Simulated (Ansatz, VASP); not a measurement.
# Rh in VASP and in Ansatz

```
CELL_PARAMETERS angstrom
0.00000 1.93958 1.90155
1.93958 0.00000 1.90155
1.93958 1.93958 0.00000
ATOMIC_POSITIONS crystal
Rh 0.00000 0.00000 0.00000
```

Change from the starting cell: equal xx and yy strain of +2 %, crystal datasets.

Alike in both runs: task electric field gradients; functional PBE; k mesh 16 × 16 × 16; occupations fermi-dirac, width 0.08 eV; no spin polarisation.

|  | VASP | Ansatz |
| --- | --- | --- |
| version | VASP 6.6.1 | Ansatz 0.2.0 |
| potentials or method | VASP PAW PBE potentials, release 64 (Rh_pv), cutoff 400 eV | all-electron PAW with datasets made for the crystal, scalar-relativistic |

Ansatz gave:

```
pressure (GPa)                                                : -4.2
traceless stress, the component that is largest in VASP (GPa) : 2.80
size of Vzz on the site where it differs most (V/Å²)          : 2.2
```

Q: What did VASP give for the same quantities?

A: Pressure (GPa): -5.4; traceless stress, the component that is largest in VASP (GPa): 2.79; size of Vzz on the site where it differs most (V/Å²): 1.8.

Ansatz ran all-electron here, and VASP with PAW potentials.
